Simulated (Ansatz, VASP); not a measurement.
## LiF in VASP and in Ansatz

```
Li F
1.0
     0.00000    2.17512    1.85288
     2.17512    0.00000    1.85288
     2.17512    2.17512    0.00000
Li F
1 1
Direct
  0.00000 0.00000 0.00000
  0.50000 0.50000 0.50000
```

Change from the starting cell: strain +0.080 along x and y, -0.080 along z, atoms carried along.

Alike in both runs: task single point; functional PBE; k mesh 10 × 10 × 10; occupations gaussian, width 0.05 eV; no spin polarisation.

```csv
,VASP,Ansatz
version,VASP 6.6.1,Ansatz 0.2.0
potentials or method,"VASP PAW PBE potentials, release 64 (Li_sv, F), cutoff 520 eV","scalar-relativistic, plane waves, PAW"
valence electrons in the cell,10,10
```

Ansatz gave:

- gap on the k mesh at the Fermi level (eV): 8.31
- least direct gap on the mesh (eV): 8.31

Problem. What did VASP give for the same quantities?

Solution. gap on the k mesh at the Fermi level (eV): 8.30; least direct gap on the mesh (eV): 8.30.

The functional is the same, so the differences come from potentials, cutoffs and numerics.

Noted on VASP's run: the cutoff is short for stress, so the pressure is rough.
